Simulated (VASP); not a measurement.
A run of VASP 6.6.1 is set up as follows.

File INCAR:

```
ALGO = Normal
DIPOL = 0.5 0.5 0.308
EDIFF = 1E-6
ENCUT = 520
GGA = PE
IDIPOL = 3
ISIF = 2
ISMEAR = 0
ISPIN = 2
IVDW = 12
KPAR = 4
LASPH = True
LCHARG = True
LDIPOL = True
LORBIT = 11
LREAL = False
LVACPOTAV = True
LVHAR = True
LWAVE = False
MAGMOM = 0 0 0 0 0 0 0 0 0 0 0 0 2
NBANDS = 42
NELM = 150
PREC = Accurate
SIGMA = 0.05
```

The input KPOINTS:

```
k-points
0
Gamma
  6 8 1
```

Contents of POSCAR:

```
SiC12
1.0
    4.9311586499      0.0000000000      0.0000000000
   -1.2327896625      3.3947778379      0.0000000000
    0.0000000000      0.0000000000     22.3359273566
C Si
12 1
Direct
    0.2500000000      0.0000000000      0.1790836770
    0.7500000000      0.0000000000      0.1790836770
    0.0000000000      0.0000000000      0.2109204464
    0.5000000000      0.0000000000      0.2109204464
    0.0000000000      0.0000000000      0.2746309355
    0.5000000000      0.0000000000      0.2746309355
    0.2500000000      0.0000000000      0.3057016522
    0.7500000000      0.0000000000      0.3057016522
    0.2500000000      0.0000000000      0.3723849422
    0.7500000000      0.0000000000      0.3723849422
    0.0000000000      0.0000000000      0.4000696821
    0.5000000000      0.0000000000      0.4000696821
    0.0000000000      0.3750000000      0.5119969802
```

Potentials or basis: VASP PAW PBE potentials, release 64 (C, Si).

The run is started by

```sh
$ cat potpaw_PBE.64/C/POTCAR potpaw_PBE.64/Si/POTCAR > POTCAR
$ mpirun -np 4 vasp_std > vasp.out
```

(1) What does it give for the site moments?

(2) Predict the largest force.

(3) What does it give for the net moment?

(4) Estimate the dispersion energy per atom.

Answers

(1) C -0.00, +0.00, -0.01, +0.01, -0.09 (each value once); Si +0.08 μB.

(2) 3.660 eV/Å.

(3) 0.13 μB per cell.

(4) -0.133 eV.
